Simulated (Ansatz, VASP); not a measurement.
## H: VASP beside Ansatz

```xyz
2
Lattice="9.2964 0.0000 0.0000 -4.6482 8.0509 0.0000 0.0000 0.0000 23.4941" Properties=species:S:1:pos:R:3 pbc="T T T"
H     0.0000    2.2003   15.1610
H     0.0000    2.6821   15.7409
```

Alike in both runs: task single point; functional PBE; dispersion D3(BJ); k mesh 3 × 3 × 1; occupations gaussian, width 0.1 eV; no spin polarisation.

```csv
,VASP,Ansatz
version,VASP 6.6.1,Ansatz 0.2.0
potentials or method,"VASP PAW PBE potentials, release 64 (H), cutoff 400 eV","scalar-relativistic, plane waves, PAW"
valence electrons in the cell,2,2
```

```csv
,VASP,Ansatz,Ansatz less VASP
gap on the k mesh at the Fermi level (eV),10.15,10.15,+0.002
rms of the force components (eV/Å),0.063,0.072,+0.0085
```

Atom by atom the forces differ by 0.009 eV/Å (rms over components).
